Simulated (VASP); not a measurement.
Here is a VASP 6.6.1 calculation.

POSCAR

```
Ge
1.0
    0.0000000000      2.8289100000      2.8289100000
    2.8289100000      0.0000000000      2.8289100000
    2.8289100000      2.8289100000      0.0000000000
Ge
2
Direct
   -0.1125000000      0.0375000000      0.0375000000
    0.3625000000      0.2125000000      0.2125000000
```

File INCAR.step1:

```
SYSTEM = Ge
PREC = Accurate
ENCUT = 520
ISMEAR = -1
SIGMA = 0.05
LREAL = .FALSE.
LASPH = .TRUE.
NELM = 100
NBANDS = 21
GGA = PE
ALGO = Normal
EDIFF = 1E-4
LWAVE = .TRUE.
LCHARG = .FALSE.
```

INCAR.step2

```
SYSTEM = Ge
PREC = Accurate
ENCUT = 520
EDIFF = 1E-8
ISMEAR = -1
SIGMA = 0.05
LREAL = .FALSE.
LASPH = .TRUE.
NELM = 100
ALGO = Normal
ISIF = 2
LWAVE = .FALSE.
LCHARG = .FALSE.
METAGGA = R2SCAN
LMIXTAU = .TRUE.
LEFG = .TRUE.
NBANDS = 21
ISTART = 1
```

Contents of KPOINTS:

```
regular mesh
0
G
  9 9 9
  0 0 0
```

Potentials or basis: VASP PAW PBE potentials, release 64 (Ge_d).

Command:

```console
$ cat potpaw_PBE.64/Ge_d/POTCAR > POTCAR
$ cp INCAR.step1 INCAR
$ mpirun -np 1 vasp_std > vasp.out
$ cp INCAR.step2 INCAR
$ mpirun -np 1 vasp_std > vasp.out
```

Problem. Predict the largest force.

Solution. 28.542 eV/Å.

Problem. Estimate the pressure.

Solution. 47.3 GPa.

Stress tensor (GPa, compression positive):
```
 47.32 -52.90 -52.90
-52.90  47.32  52.90
-52.90  52.90  47.32
```

Caveat: the cell differs from its parent crystal (shortest bond scaled by 0.7); without QUAD_EFG the Cq values of the log hold for a quadrupole moment of 1 mb, not for the nuclei; the PAW data sets were made with another functional, which shifts forces and pressure a little.
